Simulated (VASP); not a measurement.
# FeO (Wuestite) (Fm-3m) in VASP: a series of runs

The runs below take FeO (Wuestite) through relaxation of cell and atoms, single point, with PBE+D3(BJ), PBE.

Everything below comes from runs of VASP 6.6.1. Logs are shortened: lines on timing, memory, paths and dates and some standing lists are left out, and cuts for length are marked.

**What was measured.**

“W\"ustite: Electric, thermodynamic and optical properties of FeO”, 2012, arxiv:1203.1201 quotes, for a bulk crystal of FeO: band gap 2.4 eV (optical).

The runs below are set against these values where they give the same quantity.

## Step 1: The cell of the first run

Symmetry: Fm-3m, No. 225, cubic system. The conventional cell has a = 4.311 Å, b = 4.311 Å, c = 4.311 Å, α = 90.00°, β = 90.00°, γ = 90.00°. Fe (site symmetry m-3m) has 6 O at 2.16 Å within 2.9 Å. O (site symmetry m-3m) has 6 Fe at 2.16 Å within 2.9 Å.

## Step 2: Relaxation of cell and atoms, PBE+D3(BJ), collinear spin, ferromagnetic start

File INCAR:

```
  PREC = Accurate
  ENCUT = 600
  EDIFF = 1E-7
  ISMEAR = -1
  SIGMA = 0.05
  LREAL = False
  LASPH = True
  NELM = 150
  ALGO = Normal
  ISIF = 3
  LWAVE = False
  LCHARG = False
  ISPIN = 2
  MAGMOM = 3 0
  LORBIT = 11
  LMAXMIX = 4
  GGA = PE
  IVDW = 12
  IBRION = 2
  NSW = 80
  EDIFFG = -0.01
```

File KPOINTS:

```
regular mesh
0
Gamma
  8 8 8
```

File POSCAR:

```
FeO
1.0
    0.0000000000      2.1554000000      2.1554000000
    2.1554000000      0.0000000000      2.1554000000
    2.1554000000      2.1554000000      0.0000000000
Fe O
1 1
Direct
    0.0000000000      0.0000000000      0.0000000000
    0.5000000000      0.5000000000      0.5000000000
```

Potentials or basis: VASP PAW PBE potentials, release 64 (Fe, O).

On the command line:

```
cat potpaw_PBE.64/Fe/POTCAR potpaw_PBE.64/O/POTCAR > POTCAR
mpirun -np 1 vasp_std > vasp.out
```

OUTCAR:

```text
PREC = Accurate
   ENCUT = 600
   EDIFF = 1E-7
   ISMEAR = -1
   LREAL = False
   LASPH = True
   NELM = 150
   ISIF = 3
   ISPIN = 2
   LORBIT = 11
   GGA = PE
   IVDW = 12
   IBRION = 2
   NSW = 80
   EDIFFG = -0.01
 IVDW          = 12

 ion  position               nearest neighbor table
   1  0.000  0.000  0.000-   2 2.16   2 2.16   2 2.16   2 2.16   2 2.16   2 2.16
   2  0.500  0.500  0.500-   1 2.16   1 2.16   1 2.16   1 2.16   1 2.16   1 2.16

  LATTYP: Found a face centered cubic cell.
 ALAT       =     4.3108000000

  Lattice vectors:

 A1 = (   0.0000000000,   2.1554000000,   2.1554000000)
 A2 = (   2.1554000000,   0.0000000000,   2.1554000000)
 A3 = (   2.1554000000,   2.1554000000,   0.0000000000)

Analysis of symmetry for initial positions (statically):
=====================================================================
 Subroutine PRICEL returns:
 Original cell was already a primitive cell.

 Routine SETGRP: Setting up the symmetry group for a
 face centered cubic supercell.

 Subroutine GETGRP returns: Found 48 space group operations
 (whereof 48 operations were pure point group operations)
 out of a pool of 48 trial point group operations.

The static configuration has the point symmetry O_h .

Analysis of symmetry for dynamics (positions and initial velocities):
=====================================================================
 Subroutine PRICEL returns:
 Original cell was already a primitive cell.

 Routine SETGRP: Setting up the symmetry group for a
 face centered cubic supercell.

 Subroutine GETGRP returns: Found 48 space group operations
 (whereof 48 operations were pure point group operations)
 out of a pool of 48 trial point group operations.

The dynamic configuration has the point symmetry O_h .

Analysis of structural, dynamic, and magnetic symmetry:
=====================================================================
 Subroutine PRICEL returns:
 Original cell was already a primitive cell.

 Routine SETGRP: Setting up the symmetry group for a
 face centered cubic supercell.

 Subroutine GETGRP returns: Found 48 space group operations
 (whereof 48 operations were pure point group operations)
 out of a pool of 48 trial point group operations.

The overall configuration has the point symmetry O_h .

 Subroutine INISYM returns: Found 48 space group operations
 (whereof 48 operations are pure point group operations),
 and found     1 'primitive' translations

----------------------------------------------------------------------------------------

                                     Primitive cell

  volume of cell :      20.0269

  direct lattice vectors                    reciprocal lattice vectors
     0.000000000  2.155400000  2.155400000    -0.231975503  0.231975503  0.231975503
     2.155400000  0.000000000  2.155400000     0.231975503 -0.231975503  0.231975503
     2.155400000  2.155400000  0.000000000     0.231975503  0.231975503 -0.231975503

  length of vectors
     3.048195912  3.048195912  3.048195912     0.401793358  0.401793358  0.401793358

  position of ions in fractional coordinates (direct lattice)
     0.000000000  0.000000000  0.000000000
     0.500000000  0.500000000  0.500000000

  ion indices of the primitive-cell ions
   primitive index   ion index
                 1           1
                 2           2

----------------------------------------------------------------------------------------

 KPOINTS: regular mesh

Automatic generation of k-mesh.
 Grid dimensions read from file:
 generate k-points for:    8    8    8

 Generating k-lattice:

  Cartesian coordinates                     Fractional coordinates (reciprocal lattice)
    -0.028996938  0.028996938  0.028996938     0.125000000  0.000000000  0.000000000
     0.028996938 -0.028996938  0.028996938     0.000000000  0.125000000  0.000000000
     0.028996938  0.028996938 -0.028996938     0.000000000  0.000000000  0.125000000

  Length of vectors
     0.050224170  0.050224170  0.050224170

  Shift w.r.t. Gamma in fractional coordinates (k-lattice)
     0.000000000  0.000000000  0.000000000

 Subroutine IBZKPT returns following result:
 ===========================================

 Found     29 irreducible k-points:

 Following reciprocal coordinates:
            Coordinates               Weight
  0.000000  0.000000  0.000000      1.000000
  0.125000  0.000000  0.000000      8.000000
  0.250000  0.000000  0.000000      8.000000
  0.375000  0.000000  0.000000      8.000000
  0.500000  0.000000  0.000000      4.000000
  0.125000  0.125000  0.000000      6.000000
[... 16 lines left out ...]
  0.500000  0.250000  0.125000     48.000000
 -0.375000  0.250000  0.125000     24.000000
 [... further k-points ...]
   k-points           NKPTS =     29   k-points in BZ     NKDIM =     29   number of bands    NBANDS=     13
   number of dos      NEDOS =    301   number of ions     NIONS =      2
   total plane-waves  NPLWV =  13824
[... 25 lines left out ...]
   PSTRESS=    0.0 pullay stress
   NELECT =      14.0000    total number of electrons
   NUPDOWN=      -1.0000    fix difference up-down
   EMIN   =  10.00;   EMAX   =-10.00  energy-range for DOS
   EFERMI =   0.00;   METHOD = LEGACY
   ISMEAR =    -1;   SIGMA  =   0.05  broadening in eV -4-tet -1-fermi 0-gaus
   EFERMI_NEDOS =   21; number of points for ismear=-14 and -15
   IALGO  =     38    algorithm
   IMIX   =      4    mixing-type and parameters
     AMIX     =   0.40;   BMIX     =  1.00
     AMIX_MAG =   1.60;   BMIX_MAG =  1.00
  volume/ion in A,a.u.               =      10.01        67.57
  Fermi-wavevector in a.u.,A,eV,Ry     =   1.452935  2.745650 28.722187  2.111021
  Thomas-Fermi vector in A             =   2.570260
   LORBIT       =     11    0 simple, 1 ext, 2 COOP (PROOUT), +10 PAW based schemes
   GGA     = PE    functional components
   LHFCALC =     F    Hartree Fock is set to
   AEXX    =    0.0000 exact exchange contribution
   IVDW    =    12    specifies the selected vdW correction
   LEPSILON=     F    determine dielectric tensor
   LRPA    =     F    only Hartree local field effects (RPA)
 conjugate gradient relaxation of ions
 spin polarized calculation
  energy-cutoff  :      600.00
  volume of cell :       20.03
 maximum number of plane-waves:       692
   NGX = 13   NGY = 13   NGZ = 13

--------------------------------------- Ionic step        1  -------------------------------------------

 number of electron      13.9999999 magnetization       4.0006768

 Free energy of the ion-electron system (eV)
  ---------------------------------------------------
  ext. energy  EPLUGINS =         0.00000000
  ---------------------------------------------------
  free energy    TOTEN  =       -14.93672443 eV

  energy without entropy =      -14.92311773  energy(sigma->0) =      -14.92992108

------------------------ aborting loop because EDIFF is reached ----------------------------------------

 Edisp (eV)   -0.39808

 E8    (eV) :    -0.1528

  FORCE on cell =-STRESS in cart. coord.  units (eV):
  Direction    XX          YY          ZZ          XY          YZ          ZX
  --------------------------------------------------------------------------------------
  -------------------------------------------------------------------------------------
  Total      -0.43820    -0.43820    -0.43820     0.00000     0.00000     0.00000
  in kB     -35.05619   -35.05619   -35.05619     0.00000     0.00000     0.00000
  external pressure =      -35.06 kB  Pullay stress =        0.00 kB
[... 61 lines left out ...]
  energy  without entropy=      -15.3239665024  energy(sigma->0) =      -15.33052829

--------------------------------------- Ionic step        3  -------------------------------------------

 number of electron      13.9999997 magnetization       3.9998478

 Free energy of the ion-electron system (eV)
  ---------------------------------------------------
  ext. energy  EPLUGINS =         0.00000000
  ---------------------------------------------------
  free energy    TOTEN  =       -14.93306962 eV

  energy without entropy =      -14.91978162  energy(sigma->0) =      -14.92642562

 E-fermi :   6.4188     XC(G=0): -12.2690

 val. band max:        6.3998624885   @ k =  -0.3750   0.2500   0.0000
 cond. band min:       6.4191105817   @ k =  -0.2500   0.3750   0.1250
 fundamental gap:      0.0192480933
 Fermi energy:         6.4188111950

 spin component 1

 k-point     1 :       0.0000    0.0000    0.0000
  band No.  band energies     occupation
      1     -14.4695      1.00000
      2       2.5189      1.00000
      3       2.5189      1.00000
      4       2.5189      1.00000
      5       2.5454      1.00000
      6       2.5454      1.00000
      7       2.5454      1.00000
      8       2.7319      1.00000
      9       2.7319      1.00000
     10       6.6069      0.02272
     11      21.9435      0.00000
     12      23.6059      0.00000
     13      23.6059      0.00000
[... 353 lines left out ...]
 k-point    24 :      -0.3750    0.2500    0.1250
  band No.  band energies     occupation
      1     -13.2149      1.00000
      2      -1.7615      1.00000
      3      -0.3977      1.00000
      4      -0.1363      1.00000
      5       3.1714      1.00000
      6       3.3517      1.00000
      7       3.8107      1.00000
      8       4.8031      1.00000
      9       5.5403      1.00000
     10      12.7706      0.00000
     11      14.6110      0.00000
     12      16.7252      0.00000
     13      19.6671      0.00000

 [... further k-points ...]

 spin component 2

 k-point     1 :       0.0000    0.0000    0.0000
  band No.  band energies     occupation
      1     -13.9299      1.00000
      2       3.1122      1.00000
      3       3.1122      1.00000
      4       3.1122      1.00000
      5       5.6515      1.00000
      6       5.6517      1.00000
      7       5.6518      1.00000
      8       6.5968      0.02765
      9       6.5971      0.02748
     10       7.4144      0.00000
     11      21.9026      0.00000
     12      24.5086      0.00000
     13      24.5086      0.00000
[... 401 lines left out ...]
  FREE ENERGIE OF THE ION-ELECTRON SYSTEM (eV)
  ---------------------------------------------------
  free  energy   TOTEN  =       -15.3390735043 eV

  energy  without entropy=      -15.3257855131  energy(sigma->0) =      -15.33242951

 reached required accuracy - stopping structural energy minimisation

 total charge

# of ion       s       p       d       tot
------------------------------------------
    1        0.293   0.371   6.100   6.764
    2        1.553   3.450   0.000   5.003
--------------------------------------------------
tot          1.845   3.821   6.100  11.767

 magnetization (x)

# of ion       s       p       d       tot
------------------------------------------
    1        0.027   0.022   3.567   3.615
    2        0.031   0.274   0.000   0.305
--------------------------------------------------
tot          0.058   0.296   3.567   3.921
```

Run time: 24 s. Hardware: 1 thread of Intel Xeon Platinum 8559C (Emerald Rapids), shared host; peak memory 0.17 GiB.

What came out:

```
Free energy                                           : -15.3391 eV
Relaxed volume                                        : 9.82 Å³/atom
Relaxed cell                                          : a = 3.029 Å, b = 3.029 Å, c = 3.029 Å, α = 60.00°, β = 60.00°, γ = 60.00°
Space group after relaxing (to 0.05 Å)                : Fm-3m (No. 225)
Energy gained by relaxing                             : 2.1 meV/atom
Ionic steps                                           : 3
Pressure after relaxing                               : 0.0 GPa
Band gap on the k mesh                                : zero (filled and empty bands overlap)
Net moment                                            : 4.00 μB per cell
Site moments                                          : Fe +3.62; O +0.30 μB
Valence electrons inside the program's atomic spheres : Fe 6.76; O 5.00
Dispersion energy per atom                            : -0.203 eV
```

The path:
```
step  energy change (eV)  largest force (eV/Å)  pressure (GPa)  volume (Å³)
   1              0.0000                0.0000           -3.51        20.03
   2             -0.0023                0.0000            2.57        19.40
   3             -0.0043                0.0000            0.02        19.65
```

Final structure:
```
Fe O
1.0
     0.00000    2.14170    2.14170
     2.14170    0.00000    2.14170
     2.14170    2.14170    0.00000
Fe O
1 1
Direct
  0.00000 0.00000 0.00000
  0.50000 0.50000 0.50000
```

Caveat: a cell with one magnetic atom can't hold antiferromagnetic order, which such compounds often take; semilocal functionals often make such compounds metallic where correlation or magnetic order opens a gap, which also shifts bond lengths; pairwise dispersion overbinds metals, which lowers pressure and volume. With open d or f shells a metallic result of PBE can be an artefact of self-interaction; +U or a hybrid may open a gap.

## Step 3: Single point, PBE+D3(BJ), collinear spin, ferromagnetic start

This run uses another cell than the first one, of 9.82 Å³/atom, 0.981 times its volume.

File INCAR:

```
  ALGO = Normal
  EDIFF = 1E-7
  ENCUT = 520
  GGA = PE
  ISIF = 2
  ISMEAR = -1
  ISPIN = 2
  IVDW = 12
  LASPH = True
  LCHARG = False
  LMAXMIX = 4
  LORBIT = 11
  LREAL = False
  LWAVE = False
  MAGMOM = 3 0
  NBANDS = 18
  NELM = 150
  PREC = Accurate
  SIGMA = 0.05
```

File KPOINTS:

```
k-points
0
Gamma
  11 11 11
```

File POSCAR:

```
FeO
1.0
    0.0000000000      2.1415765773      2.1415765773
    2.1415765773      0.0000000000      2.1415765773
    2.1415765773      2.1415765773      0.0000000000
Fe O
1 1
Direct
    0.0000000000      0.0000000000      0.0000000000
    0.5000000000      0.5000000000      0.5000000000
```

Potentials or basis: VASP PAW PBE potentials, release 64 (Fe, O).

On the command line:

```
cat potpaw_PBE.64/Fe/POTCAR potpaw_PBE.64/O/POTCAR > POTCAR
mpirun -np 1 vasp_std > vasp.out
```

It took 1.7 min on 1 thread of AMD EPYC 7R43 (Zen 3), shared host; peak memory 0.14 GiB.

It converged, with:

| Property | Result |
| --- | --- |
| Free energy | -15.3374 eV |
| Pressure | 0.3 GPa |
| Band gap on the k mesh | zero (filled and empty bands overlap) |
| Net moment | 4.00 μB per cell |
| Site moments | Fe +3.62; O +0.31 μB |
| Valence electrons inside the program's atomic spheres | Fe 6.76; O 5.00 |
| Dispersion energy per atom | -0.203 eV |

Levels at points of the mesh, in eV from the Fermi level:
Spin up:
| k point | band 7 | band 8 | band 9 | band 10 | band 11 | band 12 |
| --- | --- | --- | --- | --- | --- | --- |
| (0.00, 0.00, 0.00) | -3.86 | -3.68 | -3.68 | 0.20 | 15.54 | 17.20 |
Spin down:
```
           k point  band 3  band 4  band 5  band 6  band 7  band 8
(0.00, 0.00, 0.00)   -3.30   -3.30   -0.76   -0.76   -0.76    0.19
```

Caveat: a cell with one magnetic atom can't hold antiferromagnetic order, which such compounds often take; semilocal functionals often make such compounds metallic where correlation or magnetic order opens a gap, which also shifts bond lengths; pairwise dispersion overbinds metals, which lowers pressure and volume.

## Step 4: Single point, PBE, collinear spin, ferromagnetic start

File INCAR:

```
SYSTEM = FeO
ALGO     = Normal         ! electronic algorithm
EDIFF    = 1E-6           ! SCF threshold, eV
ENCUT    = 520            ! plane-wave cutoff, eV
GGA      = PE             ! functional
ISIF     = 2              ! what is computed and relaxed
ISMEAR   = 0              ! smearing method
ISPIN    = 2              ! spin polarisation
LASPH    = .TRUE.         ! aspherical terms in the spheres
LCHARG   = .TRUE.         ! write CHGCAR
LELF     = .TRUE.         ! ELF
LMAXMIX  = 4              ! l up to which the mixer works
LORBIT   = 11             ! projections on sites
LREAL    = .FALSE.        ! projectors in reciprocal space
LVHAR    = .TRUE.       
LWAVE    = .FALSE.        ! write WAVECAR
MAGMOM   = 3 0            ! initial moments
NBANDS   = 18             ! bands
NELM     = 150            ! most SCF steps
PREC     = Accurate       ! precision mode
SIGMA    = 0.019000000000000003 ! smearing width, eV
```

File KPOINTS:

```
k-points
0
G
  11 11 11
  0 0 0
```

File POSCAR:

```
FeO
1.0
    0.0000000000      2.1554000000      2.1554000000
    2.1554000000      0.0000000000      2.1554000000
    2.1554000000      2.1554000000      0.0000000000
Fe O
1 1
Direct
    0.0000000000      0.0000000000      0.0000000000
    0.5000000000      0.5000000000      0.5000000000
```

On the command line:

```
cat potpaw_PBE.64/Fe/POTCAR potpaw_PBE.64/O/POTCAR > POTCAR
mpirun -np 1 vasp_std > vasp.out
```

Wall time 1.7 min (1 thread of AMD EPYC 7R43 (Zen 3), shared host); peak memory 0.13 GiB.

The run converged. Its results:

| Quantity | Value |
| --- | --- |
| Free energy | -14.9297 eV |
| Pressure | -0.2 GPa |
| Band gap on the k mesh | zero (filled and empty bands overlap) |
| Net moment | 4.00 μB per cell |
| Site moments | Fe +3.62; O +0.30 μB |
| Valence electrons inside the program's atomic spheres | Fe 6.73; O 4.99 |

Levels at points of the mesh, in eV from the Fermi level:
Spin up:
```tsv
k point	band 6	band 7	band 8	band 9	band 10	band 11	band 12	band 13
(0.00, 0.00, 0.00)	-3.80	-3.80	-3.68	-3.68	0.09	15.47	17.03	17.03
```
Spin down:
| k point | band 3 | band 4 | band 5 | band 6 | band 7 | band 8 |
| --- | --- | --- | --- | --- | --- | --- |
| (0.00, 0.00, 0.00) | -3.24 | -3.24 | -0.74 | -0.74 | -0.74 | 0.19 |

Caveat: a cell with one magnetic atom can't hold antiferromagnetic order, which such compounds often take; semilocal functionals often make such compounds metallic where correlation or magnetic order opens a gap, which also shifts bond lengths.

## Step 5: Overview

```tsv
task	level	cell	k mesh	cutoff (eV)	smearing	gap on the mesh (eV)	pressure (GPa)	moment (μB)
relaxation of cell and atoms	PBE+D3(BJ)	relaxed from a = 3.048 Å, angles 60.0°, 2 atoms	8 × 8 × 8	600	fermi-dirac 0.05 eV	none	0.0	4.00
single point	PBE+D3(BJ)	a = 3.029 Å, angles 60.0°, 2 atoms	11 × 11 × 11	520	fermi-dirac 0.05 eV	none	0.3	4.00
single point	PBE	a = 3.048 Å, angles 60.0°, 2 atoms	11 × 11 × 11	520	gaussian 0.019 eV	none	-0.2	4.00
```

Alike in all rows: potentials or basis VASP PAW PBE potentials, release 64 (Fe, O); spin collinear, ferromagnetic start.

Caveats: a cell with one magnetic atom can't hold antiferromagnetic order, which such compounds often take; semilocal functionals often make such compounds metallic where correlation or magnetic order opens a gap, which also shifts bond lengths; pairwise dispersion overbinds metals, which lowers pressure and volume (some runs).

Total energies depend on the potentials used, so only differences within one code and one set of settings carry meaning.

## Step 6: Comparison with measurements

Step 3. A measured gap of FeO is 2.4 eV (optical; quoted in “W\"ustite: Electric, thermodynamic and optical properties of FeO”, 2012, arxiv:1203.1201); the calculated 0.00 eV misses it by -2.40 eV. So large a miss can be the level of theory's own, or it may mean another phase, state or a wrong row. The value is that of PBE+D3(BJ) on a finite k mesh, which can miss the band edges, without temperature or zero-point motion. Semilocal functionals fall short of measured gaps as a rule. The run's magnetic order (collinear spin, ferromagnetic start) needn't be the measured crystal's.

Step 4. A measured gap of FeO is 2.4 eV (optical; quoted in “W\"ustite: Electric, thermodynamic and optical properties of FeO”, 2012, arxiv:1203.1201); the calculated 0.00 eV misses it by -2.40 eV. So large a miss can be the level of theory's own, or it may mean another phase, state or a wrong row. The value is that of PBE on a finite k mesh, which can miss the band edges, without temperature or zero-point motion. Semilocal functionals fall short of measured gaps as a rule. The run's magnetic order (collinear spin, ferromagnetic start) needn't be the measured crystal's.
